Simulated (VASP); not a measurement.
# MnAu (Pm-3m) in VASP: single point with LDA

Aim: the single point of MnAu with LDA.

All numbers are computed with VASP 6.6.1; they aren't measurements. Logs are shortened: lines on timing, memory, paths and dates and some standing lists are left out, and cuts for length are marked.

## Step 1: The cell of the first run

Symmetry: Pm-3m, No. 221, cubic system. Conventional cell: a = 3.208 Å, b = 3.208 Å, c = 3.208 Å, α = 90.00°, β = 90.00°, γ = 90.00°. Within 3.7 Å of Mn (site symmetry m-3m) lie 8 Au at 2.78 Å and 6 Mn at 3.21 Å. Au (site symmetry m-3m) has 8 Mn at 2.78 Å and 6 Au at 3.21 Å within 3.7 Å.

## Step 2: Single point, LDA, collinear spin, antiferromagnetic start

Contents of INCAR:

```
PREC = Accurate ; ENCUT = 520
EDIFF = 1E-6 ; ISMEAR = -1
SIGMA = 0.025 ; LREAL = F
LASPH = T ; NELM = 150
ALGO = Normal ; ISIF = 2
LWAVE = F ; LCHARG = F
ISPIN = 2 ; MAGMOM = 3.8 -3.8 0 0
LORBIT = 11 ; LMAXMIX = 4
GGA = CA ; NBANDS = 36
```

Contents of KPOINTS:

```
Automatic mesh
0
Gamma
  9 9 5
```

Contents of POSCAR:

```
MnAu
1.0
    3.2077580700      0.0000000000      0.0000000000
    0.0000000000      3.2077580700      0.0000000000
    0.0000000000      0.0000000000      6.4155161400
Mn Au
2 2
Direct
    0.5000000000      0.5000000000      0.2500000000
    0.5000000000      0.5000000000      0.7500000000
    0.0000000000      0.0000000000      0.0000000000
    0.0000000000      0.0000000000      0.5000000000
```

Potentials or basis: VASP PAW LDA potentials, release 64 (Mn_pv, Au).

Started as:

```bash
$ cat potpaw_LDA.64/Mn_pv/POTCAR potpaw_LDA.64/Au/POTCAR > POTCAR
$ mpirun -np 1 vasp_std > vasp.out
```

OUTCAR:

```text
PREC = Accurate
   ENCUT = 520
   EDIFF = 1E-6
   ISMEAR = -1
   LREAL = F
   LASPH = T
   NELM = 150
   ISIF = 2
   ISPIN = 2
   LORBIT = 11
   GGA = CA

 ion  position               nearest neighbor table
   1  0.500  0.500  0.250-   3 2.78   4 2.78   3 2.78   4 2.78   3 2.78   4 2.78   3 2.78   4 2.78

   2  0.500  0.500  0.750-   3 2.78   4 2.78   3 2.78   4 2.78   3 2.78   4 2.78   3 2.78   4 2.78

   3  0.000  0.000  0.000-   1 2.78   2 2.78   1 2.78   2 2.78   1 2.78   2 2.78   1 2.78   2 2.78
                             4 3.21   4 3.21
   4  0.000  0.000  0.500-   1 2.78   2 2.78   1 2.78   2 2.78   1 2.78   2 2.78   1 2.78   2 2.78
                             3 3.21   3 3.21

  LATTYP: Found a simple tetragonal cell.
 ALAT       =     3.2077580700
 C/A-ratio  =     2.0000000000

  Lattice vectors:

 A1 = (   3.2077580700,   0.0000000000,   0.0000000000)
 A2 = (   0.0000000000,   3.2077580700,   0.0000000000)
 A3 = (   0.0000000000,   0.0000000000,   6.4155161400)

Analysis of symmetry for initial positions (statically):
=====================================================================
 Subroutine PRICEL returns following result:

  LATTYP: Found a simple cubic cell.
 ALAT       =     3.2077580700
[... 12 lines left out ...]
 Subroutine GETGRP returns: Found 16 space group operations
 (whereof 16 operations were pure point group operations)
 out of a pool of 16 trial point group operations.

The static configuration has the point symmetry D_4h.

Analysis of symmetry for dynamics (positions and initial velocities):
=====================================================================
 Subroutine PRICEL returns following result:

  LATTYP: Found a simple cubic cell.
 ALAT       =     3.2077580700
[... 12 lines left out ...]
 Subroutine GETGRP returns: Found 16 space group operations
 (whereof 16 operations were pure point group operations)
 out of a pool of 16 trial point group operations.

The dynamic configuration has the point symmetry D_4h.

Analysis of structural, dynamic, and magnetic symmetry:
=====================================================================
 Subroutine PRICEL returns following result:

  LATTYP: Found a simple cubic cell.
 ALAT       =     3.2077580700
[... 12 lines left out ...]
 Subroutine GETGRP returns: Found 16 space group operations
 (whereof 16 operations were pure point group operations)
 out of a pool of 16 trial point group operations.

The overall configuration has the point symmetry D_4h.

 Subroutine INISYM returns: Found 16 space group operations
 (whereof 16 operations are pure point group operations),
[... 119 lines left out ...]
  Thomas-Fermi vector in A             =   2.587174
   LORBIT       =     11    0 simple, 1 ext, 2 COOP (PROOUT), +10 PAW based schemes
   GGA     = CA    functional components
   LHFCALC =     F    Hartree Fock is set to
   AEXX    =    0.0000 exact exchange contribution
   IVDW    =     0    specifies the selected vdW correction
   LEPSILON=     F    determine dielectric tensor
   LRPA    =     F    only Hartree local field effects (RPA)
 spin polarized calculation
  energy-cutoff  :      520.00
  volume of cell :       66.01
 maximum number of plane-waves:      1798
 NGX is ok and might be reduce to    24
   NGX = 11   NGY = 11   NGZ = 23

 number of electron      48.0000073 magnetization       0.0000000

 number of electron      48.0000073 magnetization      -0.0000000

 Free energy of the ion-electron system (eV)
  ---------------------------------------------------
  ext. energy  EPLUGINS =         0.00000000
  ---------------------------------------------------
  free energy    TOTEN  =       -27.84073388 eV

  energy without entropy =      -27.83701160  energy(sigma->0) =      -27.83887274

 E-fermi :   8.2218     XC(G=0): -12.5171

 val. band max:        8.2027363761   @ k =   0.4444   0.3333   0.0000
 cond. band min:       8.2227475749   @ k =   0.4444   0.1111   0.0000
 fundamental gap:      0.0200111988
 Fermi energy:         8.2217946963

 spin component 1

 k-point     1 :       0.0000    0.0000    0.0000
  band No.  band energies     occupation
      1     -41.3514      1.00000
      2     -41.3215      1.00000
      3     -41.3215      1.00000
      4     -37.6813      1.00000
      5     -37.6206      1.00000
      6     -37.6206      1.00000
[... 925 lines left out ...]
     35      19.5692      0.00000
     36      19.8670      0.00000

 [... further k-points ...]

 spin component 2

 k-point     1 :       0.0000    0.0000    0.0000
  band No.  band energies     occupation
      1     -41.3514      1.00000
      2     -41.3215      1.00000
      3     -41.3215      1.00000
      4     -37.6813      1.00000
      5     -37.6206      1.00000
      6     -37.6206      1.00000
[... 925 lines left out ...]
     35      19.5692      0.00000
     36      19.8670      0.00000

 [... further k-points ...]
[... 5 lines left out ...]
  --------------------------------------------------------------------------------------
  -------------------------------------------------------------------------------------
  Total       -4.7449289     -4.7449289     -5.8914450      0.0000000      0.0000000      0.0000000
  in kB     -115.1610136   -115.1610136   -142.9873436      0.0000000      0.0000000      0.0000000
  external PRESSURE =    -124.4364569 kB  Pullay stress =       0.0000000 kB

 VOLUME and BASIS-vectors are now :
 -----------------------------------------------------------------------------
  energy-cutoff  :      520.00
  volume of cell :       66.01
      direct lattice vectors                 reciprocal lattice vectors
     3.207758070  0.000000000  0.000000000     0.311744208  0.000000000  0.000000000
     0.000000000  3.207758070  0.000000000     0.000000000  0.311744208  0.000000000
     0.000000000  0.000000000  6.415516140     0.000000000  0.000000000  0.155872104

 POSITION                                       TOTAL-FORCE (eV/Angst)
 -----------------------------------------------------------------------------------
      1.60388      1.60388      1.60388         0.000000      0.000000      0.000000
      1.60388      1.60388      4.81164         0.000000      0.000000      0.000000
      0.00000      0.00000      0.00000        -0.000000      0.000000      0.000000
      0.00000      0.00000      3.20776        -0.000000      0.000000     -0.000000
 -----------------------------------------------------------------------------------
    total drift:                                0.000000     -0.000000     -0.000000

  FREE ENERGIE OF THE ION-ELECTRON SYSTEM (eV)
  ---------------------------------------------------
  free  energy   TOTEN  =       -27.8407338783 eV

  energy  without entropy=      -27.8370116035  energy(sigma->0) =      -27.83887274

 total charge

# of ion       s       p       d       tot
------------------------------------------
    1        0.276   6.204   4.954  11.434
    2        0.276   6.204   4.954  11.434
    3        0.675   0.403   8.635   9.713
    4        0.675   0.403   8.635   9.713
--------------------------------------------------
tot          1.902  13.213  27.178  42.294

 magnetization (x)

# of ion       s       p       d       tot
------------------------------------------
    1        0.031   0.014   3.719   3.765
    2       -0.031  -0.014  -3.719  -3.765
    3        0.000   0.000   0.000   0.000
    4        0.000   0.000   0.000   0.000
--------------------------------------------------
tot          0.000   0.000  -0.000  -0.000
```

OSZICAR:

```text
N       E                     dE             d eps       ncg     rms          rms(c)
DAV:   1     0.492464360741E+03    0.49246E+03   -0.25615E+04  6608   0.153E+03
DAV:   2    -0.372874351968E+01   -0.49619E+03   -0.46348E+03  6516   0.426E+02
DAV:   3    -0.299988710098E+02   -0.26270E+02   -0.25169E+02  7012   0.109E+02
DAV:   4    -0.303860282201E+02   -0.38716E+00   -0.38614E+00  7116   0.131E+01
DAV:   5    -0.303927110679E+02   -0.66828E-02   -0.66826E-02  6932   0.174E+00    0.165E+01
DAV:   6    -0.284835219156E+02    0.19092E+01   -0.11082E+01  6880   0.351E+01    0.136E+01
DAV:   7    -0.279728001432E+02    0.51072E+00   -0.32342E+00  6900   0.285E+01    0.812E+00
DAV:   8    -0.278632241904E+02    0.10958E+00   -0.24418E-01  6960   0.514E+00    0.404E+00
DAV:   9    -0.278426918230E+02    0.20532E-01   -0.57500E-02  7444   0.306E+00    0.151E+00
DAV:  10    -0.278406597559E+02    0.20321E-02   -0.29054E-02  6992   0.190E+00    0.209E-01
DAV:  11    -0.278406963571E+02   -0.36601E-04   -0.16665E-03  7012   0.300E-01    0.951E-02
DAV:  12    -0.278407286444E+02   -0.32287E-04   -0.93120E-05  6972   0.701E-02    0.384E-02
DAV:  13    -0.278407330087E+02   -0.43643E-05   -0.12835E-05  7064   0.266E-02    0.158E-02
DAV:  14    -0.278407338783E+02   -0.86964E-06   -0.11987E-06  4228   0.108E-02
   1 F= -.27840734E+02 E0= -.27838873E+02  d E =-.372227E-02  mag=     0.0000
```

It took 6.9 min on 1 thread of AMD EPYC, shared host; peak memory 0.23 GiB.

What came out:

* Free energy: -27.8407 eV
* Pressure: -12.4 GPa
* Band gap on the k mesh: zero (filled and empty bands overlap)
* Net moment: 0.00 μB per cell
* Site moments: Mn +3.77, -3.77; Au +0.00 μB
* Valence electrons inside the program's atomic spheres: Mn 11.43; Au 9.71

Levels at points of the mesh, in eV from the Fermi level:
Spin up:
```csv
k point,band 20,band 21,band 22,band 23,band 24,band 25,band 26,band 27,band 28,band 29
"(0.00, 0.00, 0.00)",-2.14,-2.00,-2.00,-1.70,-1.65,0.23,1.08,1.08,1.39,1.43
```
Spin down:
```tsv
k point	band 21	band 22	band 23	band 24	band 25	band 26	band 27	band 28
(0.00, 0.00, 0.00)	-2.00	-2.00	-1.70	-1.65	0.23	1.08	1.08	1.39
```

Caveat: spin-orbit coupling is left out, which moves the levels of the heavy elements.
